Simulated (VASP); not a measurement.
**AlGa5As6: single point with PBE**

AlGa5As6:

```
CELL_PARAMETERS angstrom
4.05444 0.00000 0.00000
-2.02722 3.51125 0.00000
0.00000 0.00000 19.84553
ATOMIC_POSITIONS crystal
Al 0.00000 0.00000 0.00022
Ga 0.33333 0.66667 0.83341
Ga 0.66667 0.33333 0.66681
Ga 0.00000 0.00000 0.50001
Ga 0.33333 0.66667 0.33323
Ga 0.66667 0.33333 0.16638
As 0.00000 0.00000 0.87543
As 0.33333 0.66667 0.70850
As 0.66667 0.33333 0.54176
As 0.00000 0.00000 0.37496
As 0.33333 0.66667 0.20820
As 0.66667 0.33333 0.04108
```

```
Program             : VASP 6.6.1
Task                : single point
Functional          : PBE
Potentials or basis : VASP PAW PBE potentials, release 64 (Al, Ga_d, As)
Cutoff              : 520 eV
k mesh              : 6 × 6 × 1
Occupations         : gaussian, width 0.1 eV
Spin                : no spin polarisation
```

* Pressure: 0.5 GPa
* Largest force: 0.009 eV/Å
* Band gap on the k mesh: 0.37 eV

Forces in eV/Å, atoms in the order of the input:
```
Al   0.000  0.000  0.001
Ga   0.000  0.000  0.002
Ga   0.000  0.000  0.008
Ga   0.000  0.000  0.008
Ga   0.000  0.000  0.008
Ga   0.000  0.000  0.009
As   0.000  0.000  0.002
As   0.000  0.000 -0.008
As   0.000  0.000 -0.008
As   0.000  0.000 -0.008
As   0.000  0.000 -0.007
As   0.000  0.000 -0.008
```

Stress tensor (GPa, compression positive):
```
0.51 0.00 0.00
0.00 0.51 0.00
0.00 0.00 0.40
```

Levels at points of the mesh, in eV from the valence-band top:
| k point | band 45 | band 46 | band 47 | band 48 | band 49 | band 50 | band 51 | band 52 | band 53 | band 54 |
| --- | --- | --- | --- | --- | --- | --- | --- | --- | --- | --- |
| (0.00, 0.00, 0.00) | -0.31 | -0.31 | -0.03 | 0.00 | 0.00 | 0.37 | 0.98 | 1.14 | 1.28 | 1.50 |
| (0.50, 0.00, 0.00) | -2.20 | -1.54 | -1.50 | -1.06 | -1.05 | 1.01 | 1.48 | 1.74 | 1.88 | 1.95 |

It took 5 min on 1 thread of Intel Xeon 8259CL, on a shared host, peak memory 0.39 GiB.
